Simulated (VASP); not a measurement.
Runs of VASP 6.6.1 on AgCl. The structure is that of space group Fm-3m (No. 225), or close to it. The cells are those of the table. 

| cell | gap on the mesh (eV) | pressure (GPa) |
| --- | --- | --- |
| a = 3.922, b = 3.937 Å, angles 59.9, 59.8, 59.9°, 2 atoms | 1.42 | -0.1 |
| a = 3.922, b = 3.995 Å, angles 59.4, 58.8, 59.4°, 2 atoms | 1.39 | -0.1 |
| a = 3.923, b = 4.025 Å, angles 59.1, 58.3, 59.1°, 2 atoms | (a) | -0.1 |
| a = 3.923, b = 3.804 Å, angles 61.0, 62.0, 61.0°, 2 atoms | 1.36 | -0.1 |
| a = 3.922, b = 3.951 Å, angles 59.8, 59.5, 59.8°, 2 atoms | 1.41 | -0.1 |
| a = 3.922, b = 3.863 Å, angles 60.5, 61.0, 60.5°, 2 atoms | 1.39 | -0.1 |
| a = 3.922, b = 4.010 Å, angles 59.3, 58.5, 59.3°, 2 atoms | 1.38 | -0.1 |
| a = 3.922, b = 3.966 Å, angles 59.6, 59.3, 59.6°, 2 atoms | (b) | -0.1 |

Alike in all rows: task single point; level r2SCAN; potentials or basis VASP PAW PBE potentials, release 64 (Ag, Cl); no spin polarisation; k mesh 8 × 8 × 8; cutoff (eV) 520; smearing gaussian 0.05 eV.

Problem. Fill in the values left out.

Solution. (a) 1.37; (b) 1.40.

Caveats: the PAW data sets were made with another functional, which shifts forces and pressure a little.

A k mesh can miss the band edges, and the runs leave out spin-orbit coupling on Ag.
